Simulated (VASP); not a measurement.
Set up this calculation in VASP 6.6.1, as the native input.

```yaml
Task: single point
Functional: PBEsol
Potentials_or_basis: VASP PAW PBE potentials, release 64 (In_d)
Cutoff: 520 eV
k_mesh: 20 × 20 × 20
Occupations: gaussian, width 0.15 eV
Spin: no spin polarisation
Dipole_correction: no
Further_INCAR_settings: ALGO = Fast; EDIFF = 1e-06; NBANDS = 12
```

The structure of In lies in POSCAR:

```
In
1.0
   -1.6017577500      1.6017577500      2.5110592500
    1.6017577500     -1.6017577500      2.5110592500
    1.6017577500      1.6017577500     -2.5110592500
In
1
Direct
    0.0000000000      0.0000000000      0.0000000000
```

This cell differs from its parent crystal: strain -0.015 along x and y, +0.015 along z.

One way to write it, as run:

INCAR

```
ALGO = Fast
EDIFF = 1E-6
ENCUT = 520
GGA = PS
ISIF = 2
ISMEAR = 0
LASPH = T
LCHARG = F
LREAL = F
LWAVE = F
NBANDS = 12
NELM = 80
PREC = Accurate
SIGMA = 0.15
```

KPOINTS

```
k-points
0
Gamma
  20 20 20
```

Potentials or basis: VASP PAW PBE potentials, release 64 (In_d).

The run is started by

```bash
$ cat potpaw_PBE.64/In_d/POTCAR > POTCAR
$ mpirun -np 1 vasp_std > vasp.out
```

Results of the run:

```yaml
Pressure: -0.3 GPa
```

Caveat: the cell differs from its parent crystal (strain -0.015 along x and y, +0.015 along z); the PAW data sets were made with another functional, which shifts forces and pressure a little.

Run time: 2.6 min on 1 thread of Intel(R) Xeon(R) Platinum 8488C (Sapphire Rapids), on a shared host, peak memory 0.3 GiB.
